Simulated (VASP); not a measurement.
Se, 1 atom in the cell. Symmetry: I4/mmm, No. 139, tetragonal system. The conventional cell has a = 3.407 Å, b = 3.407 Å, c = 3.662 Å, α = 90.00°, β = 90.00°, γ = 90.00°. Se (site symmetry 4/mmm) has 14 Se at 3.03 to 3.66 Å within 4.0 Å.  This cell differs from its parent crystal: strain +0.0750 x Voigt [0, 1, 0, 0, 0, 0].

```yaml
Program: VASP 6.6.1
Task: single point
Functional: PBE
Dispersion: D3(BJ)
Potentials_or_basis: VASP PAW PBE potentials, release 64 (Se)
Cutoff: 520 eV
k_mesh: 20 × 20 × 20
Occupations: gaussian, width 0.15 eV
Spin: no spin polarisation
Dipole_correction: no
Further_INCAR_settings: ALGO = Normal; EDIFF = 1e-06; NBANDS = 9
```

Potentials or basis: VASP PAW PBE potentials, release 64 (Se).

Command:

```bash
$ cat potpaw_PBE.64/Se/POTCAR > POTCAR
$ mpirun -np 1 vasp_std > vasp.out
```

Hardware: 1 thread of AMD EPYC 7R43 64-Core Processor (Zen 3), with other jobs on the host.

Q: How long does it take, and how much memory?

A: Run time: 110 s on 1 thread of AMD EPYC 7R43 64-Core Processor (Zen 3), with other jobs on the host, peak memory 0.21 GiB. Counts: scf iterations 9, k points 641.
